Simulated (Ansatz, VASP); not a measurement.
# KF: VASP beside Ansatz

```
K F
1.0
     0.00000    2.66746    2.66746
     2.66746    0.00000    2.66746
     2.66746    2.66746    0.00000
K F
1 1
Direct
  0.00000 0.00000 0.00000
  0.50000 0.50000 0.50000
```

Alike in both runs: task single point; functional PBEsol; k mesh 8 × 8 × 8; no spin polarisation.

```csv
,VASP,Ansatz
version,VASP 6.6.1,Ansatz 0.2.0
potentials or method,"VASP PAW PBE potentials, release 64 (K_sv, F), cutoff 520 eV","all-electron LAPW, scalar-relativistic"
occupations,"gaussian, width 0.01 eV",fixed
```

VASP gave:

```
gap on the k mesh at the Fermi level (eV) : 6.05
pressure (GPa)                            : -0.5
```

Question: Estimate Ansatz's values.

Answer: gap on the k mesh at the Fermi level (eV): 6.07; pressure (GPa): -0.5.

VASP's potentials were made for PBE, not for PBEsol. Ansatz ran all-electron here, and VASP with PAW potentials.
